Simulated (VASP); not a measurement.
# Sm3Ta (P4/mmm) in VASP: a series of runs

Runs on Sm3Ta. Level: PBE. Tasks: relaxation of cell and atoms, single point.

All numbers are computed with VASP 6.6.1; they aren't measurements. Logs are shortened: lines on timing, memory, paths and dates and some standing lists are left out, and cuts for length are marked.

**1. The cell of the first run**

It takes space group P4/mmm (No. 123, tetragonal). The conventional cell has a = 3.122 Å, b = 3.122 Å, c = 10.276 Å, α = 90.00°, β = 90.00°, γ = 90.00°. Within 4.1 Å of Sm (site symmetry 4mm) lie 8 Sm at 3.12 to 3.27 Å and 4 Ta at 3.51 Å. Sm (site symmetry 4/mmm) has 12 Sm at 3.12 to 3.27 Å within 4.1 Å. Within 4.1 Å of Ta (site symmetry 4/mmm) lie 4 Ta at 3.12 Å and 8 Sm at 3.51 Å.

The cell was generated, and may not be a known phase.

**2. Relaxation of cell and atoms, PBE**

Contents of INCAR:

```
  PREC = Accurate
  ENCUT = 500
  EDIFF = 1E-7
  ISMEAR = 0
  SIGMA = 0.2
  LREAL = F
  LASPH = T
  NELM = 200
  ALGO = Normal
  ISIF = 3
  LWAVE = F
  LCHARG = F
  GGA = PE
  IBRION = 2
  NSW = 36
  EDIFFG = -0.08
  GGA_COMPAT = F
  NELMIN = 4
  LMAXMIX = 6
```

Contents of KPOINTS:

```
Automatic mesh
0
Gamma
  6 6 2
```

Contents of POSCAR:

```
Sm3Ta
1.0
    3.1217455400      0.0000000000      0.0000000000
    0.0000000000      3.1217455400      0.0000000000
    0.0000000000      0.0000000000     10.2755146300
Sm Ta
3 1
Direct
    0.5000000000      0.5000000000      0.7342755200
    0.0000000000      0.0000000000      0.5000000000
    0.5000000000      0.5000000000      0.2657244800
    0.0000000000      0.0000000000      0.0000000000
```

Potentials or basis: VASP PAW PBE potentials, release 64 (Sm_3, Ta_pv), 4f in core.

Run with:

```bash
$ cat potpaw_PBE.64/Sm_3/POTCAR potpaw_PBE.64/Ta_pv/POTCAR > POTCAR
$ mpirun -np 1 vasp_std > vasp.out
```

OUTCAR:

```text
PREC = Accurate
   ENCUT = 500
   EDIFF = 1E-7
   ISMEAR = 0
   LREAL = F
   LASPH = T
   NELM = 200
   ISIF = 3
   GGA = PE
   IBRION = 2
   NSW = 36
   EDIFFG = -0.08
   NELMIN = 4

 ion  position               nearest neighbor table
   1  0.500  0.500  0.734-   2 3.27   2 3.27   2 3.27   2 3.27   4 3.51   4 3.51   4 3.51   4 3.51

   2  0.000  0.000  0.500-   1 3.27   3 3.27   1 3.27   3 3.27   1 3.27   3 3.27   1 3.27   3 3.27

   3  0.500  0.500  0.266-   2 3.27   2 3.27   2 3.27   2 3.27   4 3.51   4 3.51   4 3.51   4 3.51

   4  0.000  0.000  0.000-   1 3.51   3 3.51   1 3.51   3 3.51   1 3.51   3 3.51   1 3.51   3 3.51

  LATTYP: Found a simple tetragonal cell.
 ALAT       =     3.1217455400
 C/A-ratio  =     3.2915926357

  Lattice vectors:

 A1 = (   3.1217455400,   0.0000000000,   0.0000000000)
 A2 = (   0.0000000000,   3.1217455400,   0.0000000000)
 A3 = (   0.0000000000,   0.0000000000,  10.2755146300)

Analysis of symmetry for initial positions (statically):
=====================================================================
 Subroutine PRICEL returns:
 Original cell was already a primitive cell.

 Routine SETGRP: Setting up the symmetry group for a
 simple tetragonal supercell.

 Subroutine GETGRP returns: Found 16 space group operations
 (whereof 16 operations were pure point group operations)
 out of a pool of 16 trial point group operations.

The static configuration has the point symmetry D_4h.

Analysis of symmetry for dynamics (positions and initial velocities):
=====================================================================
 Subroutine PRICEL returns:
 Original cell was already a primitive cell.

 Routine SETGRP: Setting up the symmetry group for a
 simple tetragonal supercell.

 Subroutine GETGRP returns: Found 16 space group operations
 (whereof 16 operations were pure point group operations)
 out of a pool of 16 trial point group operations.

The dynamic configuration has the point symmetry D_4h.

 Subroutine INISYM returns: Found 16 space group operations
 (whereof 16 operations are pure point group operations),
 and found     1 'primitive' translations

----------------------------------------------------------------------------------------

                                     Primitive cell

  volume of cell :     100.1379

  direct lattice vectors                    reciprocal lattice vectors
     3.121745540  0.000000000  0.000000000     0.320333604  0.000000000  0.000000000
     0.000000000  3.121745540  0.000000000     0.000000000  0.320333604  0.000000000
     0.000000000  0.000000000 10.275514630     0.000000000  0.000000000  0.097318727

  length of vectors
     3.121745540  3.121745540 10.275514630     0.320333604  0.320333604  0.097318727

  position of ions in fractional coordinates (direct lattice)
     0.500000000  0.500000000  0.734275520
     0.000000000  0.000000000  0.500000000
     0.500000000  0.500000000  0.265724480
     0.000000000  0.000000000  0.000000000

  ion indices of the primitive-cell ions
   primitive index   ion index
                 1           1
                 2           2
                 3           3
                 4           4

----------------------------------------------------------------------------------------

 KPOINTS: Automatic mesh

Automatic generation of k-mesh.
 Grid dimensions read from file:
 generate k-points for:    6    6    2

 Generating k-lattice:

  Cartesian coordinates                     Fractional coordinates (reciprocal lattice)
     0.053388934  0.000000000  0.000000000     0.166666667  0.000000000  0.000000000
     0.000000000  0.053388934  0.000000000     0.000000000  0.166666667  0.000000000
     0.000000000  0.000000000  0.048659363     0.000000000  0.000000000  0.500000000

  Length of vectors
     0.053388934  0.053388934  0.048659363

  Shift w.r.t. Gamma in fractional coordinates (k-lattice)
     0.000000000  0.000000000  0.000000000

 Subroutine IBZKPT returns following result:
 ===========================================

 Found     20 irreducible k-points:

 Following reciprocal coordinates:
            Coordinates               Weight
  0.000000  0.000000  0.000000      1.000000
  0.166667  0.000000  0.000000      4.000000
  0.333333  0.000000  0.000000      4.000000
  0.500000  0.000000  0.000000      2.000000
  0.166667  0.166667  0.000000      4.000000
  0.333333  0.166667  0.000000      8.000000
[... 12 lines left out ...]
  0.500000  0.333333  0.500000      4.000000
  0.500000  0.500000  0.500000      1.000000
   k-points           NKPTS =     20   k-points in BZ     NKDIM =     20   number of bands    NBANDS=     26
   number of dos      NEDOS =    301   number of ions     NIONS =      4
   total plane-waves  NPLWV =  46080
   dimension x,y,z NGX =    24 NGY =   24 NGZ =   80
   dimension x,y,z NGXF=    48 NGYF=   48 NGZF=  160
   ions per type =               3   1
   NGX,Y,Z   is equivalent  to a cutoff of  12.78, 12.78, 12.94 a.u.
   NGXF,Y,Z  is equivalent  to a cutoff of  25.56, 25.56, 25.89 a.u.
 SYSTEM =  unknown system
   PREC   = accura    normal or accurate (medium, high low for compatibility)
   ISTART =      0    job   : 0-new  1-cont  2-samecut
   ICHARG =      2    charge: 1-file 2-atom 10-const
   ISPIN  =      1    spin polarized calculation?
   LNONCOLLINEAR =      F non collinear calculations
   LSORBIT =      F    spin-orbit coupling
   LASPH  =      T    aspherical Exc in radial PAW
   ENCUT  =  500.0 eV  36.75 Ry    6.06 a.u.   5.69  5.69 18.73*2*pi/ulx,y,z
   NELM   =    200;   NELMIN=  4; NELMDL= -5     # of ELM steps
   EDIFF  = 0.1E-06   stopping-criterion for ELM
   LREAL  =      F    real-space projection
   EDIFFG = -.8E-01   stopping-criterion for IOM
   NSW    =     36    number of steps for IOM
   IBRION =      2    ionic relax: 0-MD 1-quasi-New 2-CG
   NFREE  =      1    steps in history (QN), initial steepest desc. (CG)
   ISIF   =      3    stress and relaxation
   ISYM   =      2    0-nonsym 1-usesym 2-fastsym
   POTIM  = 0.5000    time-step for ionic-motion
   TEBEG  =    0.0;   TEEND  =   0.0 temperature during run
   PSTRESS=    0.0 pullay stress
   NELECT =      44.0000    total number of electrons
   NUPDOWN=      -1.0000    fix difference up-down
   EMIN   =  10.00;   EMAX   =-10.00  energy-range for DOS
   EFERMI =   0.00;   METHOD = LEGACY
   ISMEAR =     0;   SIGMA  =   0.20  broadening in eV -4-tet -1-fermi 0-gaus
   EFERMI_NEDOS =   21; number of points for ismear=-14 and -15
   IALGO  =     38    algorithm
   IMIX   =      4    mixing-type and parameters
     AMIX     =   0.40;   BMIX     =  1.00
     AMIX_MAG =   1.60;   BMIX_MAG =  1.00
  volume/ion in A,a.u.               =      25.03       168.94
  Fermi-wavevector in a.u.,A,eV,Ry     =   1.244590  2.351933 21.075472  1.549003
  Thomas-Fermi vector in A             =   2.378850
   LORBIT       =      0    0 simple, 1 ext, 2 COOP (PROOUT), +10 PAW based schemes
   GGA     = PE    functional components
   LHFCALC =     F    Hartree Fock is set to
   AEXX    =    0.0000 exact exchange contribution
   IVDW    =     0    specifies the selected vdW correction
   LEPSILON=     F    determine dielectric tensor
   LRPA    =     F    only Hartree local field effects (RPA)
 conjugate gradient relaxation of ions
 non-spin polarized calculation
 Gauss-broadening in eV      SIGMA  =   0.20
  energy-cutoff  :      500.00
  volume of cell :      100.14
 maximum number of plane-waves:      2560
 NGX is ok and might be reduce to    24
   NGX = 11   NGY = 11   NGZ = 37

--------------------------------------- Ionic step        1  -------------------------------------------

 number of electron      44.0000001 magnetization

 Free energy of the ion-electron system (eV)
  ---------------------------------------------------
  ext. energy  EPLUGINS =         0.00000000
  ---------------------------------------------------
  free energy    TOTEN  =       -23.11017393 eV

  energy without entropy =      -22.99537094  energy(sigma->0) =      -23.05277243

------------------------ aborting loop because EDIFF is reached ----------------------------------------

  FORCE on cell =-STRESS in cart. coord.  units (eV):
  Direction    XX          YY          ZZ          XY          YZ          ZX
  --------------------------------------------------------------------------------------
  -------------------------------------------------------------------------------------
  Total        4.7934686      4.7934686      2.5824850      0.0000000      0.0000000      0.0000000
  in kB       76.6940884     76.6940884     41.3190012      0.0000000      0.0000000      0.0000000
  external PRESSURE =      64.9023927 kB  Pullay stress =       0.0000000 kB
[... 95 lines left out ...]
  FREE ENERGIE OF THE ION-ELECTRON SYSTEM (eV)
  ---------------------------------------------------
  free  energy   TOTEN  =       -23.6472622211 eV

  energy  without entropy=      -23.5313636400  energy(sigma->0) =      -23.58931293

[... ionic steps 4 to 13 ...]

--------------------------------------- Ionic step       14  -------------------------------------------

 number of electron      43.9999997 magnetization

------------------------ aborting loop because EDIFF is reached ----------------------------------------

  FORCE on cell =-STRESS in cart. coord.  units (eV):
  Direction    XX          YY          ZZ          XY          YZ          ZX
  --------------------------------------------------------------------------------------
  -------------------------------------------------------------------------------------
  Total       -0.1180194     -0.1180194      0.0037926      0.0000000      0.0000000     -0.0000000
  in kB       -1.6132846     -1.6132846      0.0518440      0.0000000      0.0000000     -0.0000000
  external PRESSURE =      -1.0582417 kB  Pullay stress =       0.0000000 kB
[... 61 lines left out ...]
  energy  without entropy=      -24.3862229522  energy(sigma->0) =      -24.43605799

--------------------------------------- Ionic step       16  -------------------------------------------

 number of electron      43.9999999 magnetization

 Free energy of the ion-electron system (eV)
  ---------------------------------------------------
  ext. energy  EPLUGINS =         0.00000000
  ---------------------------------------------------
  free energy    TOTEN  =       -24.48676819 eV

  energy without entropy =      -24.38728391  energy(sigma->0) =      -24.43702605

 E-fermi :   3.5489     XC(G=0): -10.3116

 val. band max:        3.5427428648   @ k =   0.3333   0.1667   0.5000
 cond. band min:       3.6589723603   @ k =   0.0000   0.0000   0.5000
 fundamental gap:      0.1162294954
 Fermi energy:         3.5488647432

 k-point     1 :       0.0000    0.0000    0.0000
  band No.  band energies     occupation
      1     -37.6585      2.00000
      2     -37.1303      2.00000
      3     -37.1280      2.00000
      4     -30.9378      2.00000
      5     -30.9158      2.00000
      6     -30.9158      2.00000
[... 600 lines left out ...]
  FREE ENERGIE OF THE ION-ELECTRON SYSTEM (eV)
  ---------------------------------------------------
  free  energy   TOTEN  =       -24.4867681864 eV

  energy  without entropy=      -24.3872839146  energy(sigma->0) =      -24.43702605

 reached required accuracy - stopping structural energy minimisation
```

Run time: 4.3 min. Hardware: 1 thread of Intel Xeon 6975P-C (Granite Rapids), shared host; peak memory 0.23 GiB.

What came out:

- Free energy: -24.4868 eV
- Relaxed volume: 29.22 Å³/atom
- Relaxed cell: a = 3.356 Å, b = 3.356 Å, c = 10.379 Å, α = 90.00°, β = 90.00°, γ = 90.00°
- Space group after relaxing (to 0.1 Å): P4/mmm (No. 123)
- Energy gained by relaxing: 344.1 meV/atom
- Ionic steps: 16
- Pressure after relaxing: -0.1 GPa
- Largest force after relaxing: 0.043 eV/Å
- Band gap on the k mesh: zero (bands 22 and 23 overlap by 1.26 eV)

Forces on the atoms (eV/Å):
```
Sm   0.000  0.000 -0.043
Sm   0.000  0.000  0.000
Sm   0.000  0.000  0.043
Ta   0.000  0.000  0.000
```

Stress tensor (GPa, compression positive):
```
-0.06  0.00  0.00
 0.00 -0.06  0.00
 0.00  0.00 -0.25
```

Step by step:
```csv
step,energy change (eV),largest force (eV/Å),pressure (GPa),volume (Å³)
1,0.0000,1.9868,6.49,100.14
2,-0.5313,1.5296,-2.31,115.54
3,-0.5371,1.4961,-2.98,117.25
4,-0.9208,1.2417,-1.91,115.00
5,-1.1984,0.3360,4.85,107.81
6,-1.2772,0.3069,1.98,110.24
7,-1.2778,0.2364,2.29,109.95
8,-1.3367,0.0748,-0.73,117.78
9,-1.3391,0.1020,-0.27,116.42
10,-1.3545,0.0045,0.04,116.23
11,-1.3646,0.1689,0.60,115.85
12,-1.3712,0.1081,-0.36,117.90
13,-1.3713,0.1154,-0.25,117.67
14,-1.3744,0.1032,-0.11,117.21
15,-1.3757,0.0855,0.07,116.66
16,-1.3766,0.0432,-0.13,116.88
```

Final structure:
```xyz
4
Lattice="3.3557 0.0000 0.0000 0.0000 3.3557 0.0000 0.0000 0.0000 10.3791" Properties=species:S:1:pos:R:3 pbc="T T T"
Sm    1.6779    1.6779    8.1994
Sm    0.0000    0.0000    5.1895
Sm    1.6779    1.6779    2.1797
Ta    0.0000    0.0000   10.3791
```

Levels at points of the mesh, in eV from the Fermi level:
```tsv
k point	band 19	band 20	band 21	band 22	band 23	band 24	band 25	band 26
(0.00, 0.00, 0.00)	-2.55	-2.06	-0.57	-0.30	0.48	0.94	0.98	0.98
(0.50, 0.00, 0.00)	-1.23	-0.54	-0.15	-0.12	0.49	0.57	0.58	0.77
(0.50, 0.50, 0.00)	-1.72	-1.59	-1.48	-0.14	-0.14	0.20	0.20	1.89
(0.00, 0.00, 0.50)	-2.21	-2.05	-0.82	0.11	0.60	0.89	1.01	1.18
(0.50, 0.00, 0.50)	-1.62	-0.08	0.12	0.34	0.57	0.59	0.79	0.92
(0.50, 0.50, 0.50)	-1.82	-1.53	-1.53	-0.92	-0.92	1.33	1.33	2.53
```

Caveat: the volume moved by over 15 % at a fixed basis, so the end points are rough; spin-orbit coupling is left out, which moves the levels of the heavy elements; the 4f electrons are frozen in the core, so they carry no moment and show no levels; the relaxation stopped at a loose force limit of 0.08 eV/Å, so its end isn't a converged minimum.

(Continued in part 2 of 2.)

The gap in the log of VASP goes by the Fermi energy; the results here count the filled bands.